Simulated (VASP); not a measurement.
# Hf (Fm-3m) in VASP: notebook

Runs on Hf. Level: PBE0. Tasks: single point.

Everything below comes from runs of VASP 6.6.1. Logs are shortened: lines on timing, memory, paths and dates and some standing lists are left out, and cuts for length are marked.

### Step 1. The cell of the first run

The structure is cubic, space group Fm-3m (No. 225). Conventional cell: a = 4.440 Å, b = 4.440 Å, c = 4.440 Å, α = 90.00°, β = 90.00°, γ = 90.00°. Hf (site symmetry m-3m) has 12 Hf at 3.14 Å within 4.1 Å.

### Step 2. Single point, PBE0

Input file POSCAR:

```
Hf
1.0
    0.0000000000      2.2200000000      2.2200000000
    2.2200000000      0.0000000000      2.2200000000
    2.2200000000      2.2200000000      0.0000000000
Hf
1
Direct
    0.0000000000      0.0000000000      0.0000000000
```

Input file INCAR.step1:

```
SYSTEM = Hf
PREC = Accurate ; ENCUT = 520
EDIFF = 1E-5 ; ISMEAR = -1
SIGMA = 0.05 ; LREAL = .False.
LASPH = .True. ; NELM = 80
ALGO = Normal ; ISIF = 2
LWAVE = .True. ; LCHARG = .False.
GGA = PE ; NBANDS = 11
```

Input file INCAR.step2:

```
SYSTEM = Hf
PREC = Accurate ; ENCUT = 520
EDIFF = 1E-6 ; ISMEAR = -1
SIGMA = 0.05 ; LREAL = .False.
LASPH = .True. ; NELM = 80
ALGO = Normal ; ISIF = 2
LWAVE = .False. ; LCHARG = .False.
GGA = PE ; LHFCALC = .True.
AEXX = 0.25 ; PRECFOCK = Normal
ISTART = 1 ; NBANDS = 11
```

Input file KPOINTS:

```
Automatic mesh
0
Gamma
  5 5 5
  0 0 0
```

Potentials or basis: VASP PAW PBE potentials, release 64 (Hf_pv).

Run with:

```
> cat potpaw_PBE.64/Hf_pv/POTCAR > POTCAR
> cp INCAR.step1 INCAR
> mpirun -np 1 vasp_std > vasp.out
> cp INCAR.step2 INCAR
> mpirun -np 1 vasp_std > vasp.out
```

OUTCAR:

```text
SYSTEM = Hf
   PREC = Accurate
   ENCUT = 520
   EDIFF = 1E-6
   ISMEAR = -1
   LREAL = .False.
   LASPH = .True.
   NELM = 80
   ISIF = 2
   GGA = PE
   LHFCALC = .True.
   AEXX = 0.25
   PRECFOCK = Normal
   ISTART = 1

 ion  position               nearest neighbor table
   1  0.000  0.000  0.000-

  LATTYP: Found a face centered cubic cell.
 ALAT       =     4.4400000000

  Lattice vectors:

 A1 = (   0.0000000000,   2.2200000000,   2.2200000000)
 A2 = (   2.2200000000,   0.0000000000,   2.2200000000)
 A3 = (   2.2200000000,   2.2200000000,   0.0000000000)

Analysis of symmetry for initial positions (statically):
=====================================================================
 Subroutine PRICEL returns:
 Original cell was already a primitive cell.

 Routine SETGRP: Setting up the symmetry group for a
 face centered cubic supercell.

 Subroutine GETGRP returns: Found 48 space group operations
 (whereof 48 operations were pure point group operations)
 out of a pool of 48 trial point group operations.

The static configuration has the point symmetry O_h .

Analysis of symmetry for dynamics (positions and initial velocities):
=====================================================================
 Subroutine PRICEL returns:
 Original cell was already a primitive cell.

 Routine SETGRP: Setting up the symmetry group for a
 face centered cubic supercell.

 Subroutine GETGRP returns: Found 48 space group operations
 (whereof 48 operations were pure point group operations)
 out of a pool of 48 trial point group operations.

The dynamic configuration has the point symmetry O_h .

 Subroutine INISYM returns: Found 48 space group operations
 (whereof 48 operations are pure point group operations),
 and found     1 'primitive' translations

----------------------------------------------------------------------------------------

                                     Primitive cell

  volume of cell :      21.8821

  direct lattice vectors                    reciprocal lattice vectors
     0.000000000  2.220000000  2.220000000    -0.225225225  0.225225225  0.225225225
     2.220000000  0.000000000  2.220000000     0.225225225 -0.225225225  0.225225225
     2.220000000  2.220000000  0.000000000     0.225225225  0.225225225 -0.225225225

  length of vectors
     3.139554108  3.139554108  3.139554108     0.390101533  0.390101533  0.390101533

  position of ions in fractional coordinates (direct lattice)
     0.000000000  0.000000000  0.000000000

  ion indices of the primitive-cell ions
   primitive index   ion index
                 1           1

----------------------------------------------------------------------------------------

 KPOINTS: Automatic mesh

Automatic generation of k-mesh.
 Grid dimensions read from file:
 generate k-points for:    5    5    5

 Generating k-lattice:

  Cartesian coordinates                     Fractional coordinates (reciprocal lattice)
    -0.045045045  0.045045045  0.045045045     0.200000000  0.000000000  0.000000000
     0.045045045 -0.045045045  0.045045045     0.000000000  0.200000000  0.000000000
     0.045045045  0.045045045 -0.045045045     0.000000000  0.000000000  0.200000000

  Length of vectors
     0.078020307  0.078020307  0.078020307

  Shift w.r.t. Gamma in fractional coordinates (k-lattice)
     0.000000000  0.000000000  0.000000000

 Subroutine IBZKPT returns following result:
 ===========================================

 Found     10 irreducible k-points:

 Following reciprocal coordinates:
            Coordinates               Weight
  0.000000  0.000000  0.000000      1.000000
  0.200000  0.000000  0.000000      8.000000
  0.400000  0.000000  0.000000      8.000000
  0.200000  0.200000  0.000000      6.000000
  0.400000  0.200000  0.000000     24.000000
 -0.400000  0.200000  0.000000     24.000000
 -0.200000  0.200000  0.000000     12.000000
  0.400000  0.400000  0.000000      6.000000
 -0.400000  0.400000  0.000000     12.000000
 -0.400000  0.400000  0.200000     24.000000
   k-points           NKPTS =     10   k-points in BZ     NKDIM =    125   number of bands    NBANDS=     11
   number of dos      NEDOS =    301   number of ions     NIONS =      1
   total plane-waves  NPLWV =  13824
   dimension x,y,z NGX =    24 NGY =   24 NGZ =   24
   dimension x,y,z NGXF=    48 NGYF=   48 NGZF=   48
   ions per type =               1
   NGX,Y,Z   is equivalent  to a cutoff of  12.71, 12.71, 12.71 a.u.
   NGXF,Y,Z  is equivalent  to a cutoff of  25.42, 25.42, 25.42 a.u.
 SYSTEM =  Hf
   PREC   = accura    normal or accurate (medium, high low for compatibility)
   ISTART =      1    job   : 0-new  1-cont  2-samecut
   ICHARG =      0    charge: 1-file 2-atom 10-const
   ISPIN  =      1    spin polarized calculation?
   LNONCOLLINEAR =      F non collinear calculations
   LSORBIT =      F    spin-orbit coupling
   LASPH  =      T    aspherical Exc in radial PAW
   ENCUT  =  520.0 eV  38.22 Ry    6.18 a.u.   5.84  5.84  5.84*2*pi/ulx,y,z
   NELM   =     80;   NELMIN=  2; NELMDL=  0     # of ELM steps
   EDIFF  = 0.1E-05   stopping-criterion for ELM
   LREAL  =      F    real-space projection
   EDIFFG = 0.1E-04   stopping-criterion for IOM
   NSW    =      0    number of steps for IOM
   IBRION =     -1    ionic relax: 0-MD 1-quasi-New 2-CG
   NFREE  =      0    steps in history (QN), initial steepest desc. (CG)
   ISIF   =      2    stress and relaxation
   ISYM   =      3    0-nonsym 1-usesym 2-fastsym
   POTIM  = 0.5000    time-step for ionic-motion
   TEBEG  =    0.0;   TEEND  =   0.0 temperature during run
   PSTRESS=    0.0 pullay stress
   NELECT =      10.0000    total number of electrons
   NUPDOWN=      -1.0000    fix difference up-down
   EMIN   =  10.00;   EMAX   =-10.00  energy-range for DOS
   EFERMI =   0.00;   METHOD = LEGACY
   ISMEAR =    -1;   SIGMA  =   0.05  broadening in eV -4-tet -1-fermi 0-gaus
   EFERMI_NEDOS =   21; number of points for ismear=-14 and -15
   IALGO  =     38    algorithm
   IMIX   =      1    mixing-type and parameters
     AMIX     =   0.40;   BMIX     =  1.00
     AMIX_MAG =   1.60;   BMIX_MAG =  1.00
  volume/ion in A,a.u.               =      21.88       147.67
  Fermi-wavevector in a.u.,A,eV,Ry     =   1.260991  2.382927 21.634588  1.590097
  Thomas-Fermi vector in A             =   2.394472
   LORBIT       =      0    0 simple, 1 ext, 2 COOP (PROOUT), +10 PAW based schemes
   GGA     = PE    functional components
   LHFCALC =     T    Hartree Fock is set to
   PRECFOCK=normal    Normal, Fast or Accurate (Low or Medium for compatibility)
   ENCUT4O =  -1.0   cutoff for four orbital integrals eV
   NKREDX  =     1    reduce k-point grid by
   NKREDY  =     1    reduce k-point grid by
   NKREDZ  =     1    reduce k-point grid by
   AEXX    =    0.2500 exact exchange contribution
   HFSCREEN=    0.0000 screening length (either q_TF or 0.3 A-1)
   HFSCREENC=   0.0000 screening length for correlation (either q_TF or 0.3 A-1)
   ENCUTFOCK=  -1.0 apply spherical cutoff to Coloumb kernel
   IVDW    =     0    specifies the selected vdW correction
   LEPSILON=     F    determine dielectric tensor
   LRPA    =     F    only Hartree local field effects (RPA)
 non-spin polarized calculation
  energy-cutoff  :      520.00
  volume of cell :       21.88
 maximum number of plane-waves:       609
  NGX = 18; NGY = 18; NGZ = 18

 number of electron      10.0000000 magnetization

 Free energy of the ion-electron system (eV)
  ---------------------------------------------------
  ext. energy  EPLUGINS =         0.00000000
  ---------------------------------------------------
  free energy    TOTEN  =       -12.24286560 eV

  energy without entropy =      -12.23986000  energy(sigma->0) =      -12.24136280

 E-fermi :   4.3469     XC(G=0):  -8.9632

 val. band max:        4.2229546339   @ k =  -0.2000   0.2000   0.0000
 cond. band min:       5.0663967661   @ k =   0.2000   0.2000   0.0000
 fundamental gap:      0.8434421322
 Fermi energy:         4.3469154786

 k-point     1 :       0.0000    0.0000    0.0000
  band No.  band energies     occupation
      1     -27.8031      2.00000
      2     -27.8031      2.00000
      3     -27.8031      2.00000
      4      -3.9901      2.00000
      5       7.1857      0.00000
      6       7.1857      0.00000
      7       7.1857      0.00000
      8      10.3637      0.00000
      9      10.3637      0.00000
     10      17.3139      0.00000
     11      19.7410      0.00000

 k-point     2 :       0.2000    0.0000    0.0000
  band No.  band energies     occupation
      1     -28.1598      2.00000
      2     -27.8467      2.00000
      3     -27.8467      2.00000
      4      -2.5026      2.00000
      5       5.7800      0.00000
      6       7.5962      0.00000
      7       7.5962      0.00000
      8      10.0297      0.00000
      9      10.0297      0.00000
     10      18.2031      0.00000
     11      19.7408      0.00000

 k-point     3 :       0.4000    0.0000    0.0000
  band No.  band energies     occupation
      1     -28.7023      2.00000
      2     -27.9145      2.00000
      3     -27.9145      2.00000
      4      -0.1086      2.00000
      5       5.1776      0.00000
      6       7.0662      0.00000
      7       7.0662      0.00000
      8      11.9039      0.00000
      9      11.9039      0.00000
     10      15.9564      0.00000
     11      18.3212      0.00000
[... 71 lines left out ...]
 k-point     9 :      -0.4000    0.4000    0.0000
  band No.  band energies     occupation
      1     -28.6139      2.00000
      2     -28.2963      2.00000
      3     -28.0919      2.00000
      4       1.4310      2.00000
      5       2.4012      2.00000
      6       6.4811      0.00000
      7      10.5589      0.00000
      8      12.4603      0.00000
      9      13.1843      0.00000
     10      15.3037      0.00000
     11      18.9038      0.00000

 k-point    10 :      -0.4000    0.4000    0.2000
  band No.  band energies     occupation
      1     -28.5424      2.00000
      2     -28.3059      2.00000
      3     -28.0857      2.00000
      4       2.1042      2.00000
      5       3.3362      2.00000
      6       4.0567      1.99399
      7       9.1148      0.00000
      8      11.8201      0.00000
      9      13.8432      0.00000
     10      16.6442      0.00000
     11      17.8268      0.00000

------------------------ aborting loop because EDIFF is reached ----------------------------------------

  FORCE on cell =-STRESS in cart. coord.  units (eV):
  Direction    XX          YY          ZZ          XY          YZ          ZX
  --------------------------------------------------------------------------------------
  -------------------------------------------------------------------------------------
  Total        0.2834147      0.2834147      0.2834147      0.0000000     -0.0000000      0.0000000
  in kB       20.7512399     20.7512399     20.7512399      0.0000000     -0.0000000      0.0000000
  external PRESSURE =      20.7512399 kB  Pullay stress =       0.0000000 kB

 VOLUME and BASIS-vectors are now :
 -----------------------------------------------------------------------------
  energy-cutoff  :      520.00
  volume of cell :       21.88
      direct lattice vectors                 reciprocal lattice vectors
     0.000000000  2.220000000  2.220000000    -0.225225225  0.225225225  0.225225225
     2.220000000  0.000000000  2.220000000     0.225225225 -0.225225225  0.225225225
     2.220000000  2.220000000  0.000000000     0.225225225  0.225225225 -0.225225225

 POSITION                                       TOTAL-FORCE (eV/Angst)
 -----------------------------------------------------------------------------------
      0.00000      0.00000      0.00000        -0.000000      0.000000     -0.000000
 -----------------------------------------------------------------------------------
    total drift:                                0.000000      0.000000      0.000000

  FREE ENERGIE OF THE ION-ELECTRON SYSTEM (eV)
  ---------------------------------------------------
  free  energy   TOTEN  =       -12.2428656008 eV

  energy  without entropy=      -12.2398600044  energy(sigma->0) =      -12.24136280
```

Wall time 4.4 min (1 thread of AMD EPYC 7R13, shared host); peak memory 0.12 GiB.

What came out:

```yaml
Free_energy: -12.2429 eV
Pressure: 2.1 GPa
Band_gap_on_the_k_mesh: zero (band 5 reaches 7.19 eV, above the bottom of band 6 at 4.06 eV)
```

Caveat: the k points lie up to 0.49 Å⁻¹ apart; the PAW data sets were made with another functional, which shifts forces and pressure a little; spin-orbit coupling is left out, which moves the levels of the heavy elements.

(Continued in part 2 of 2.)
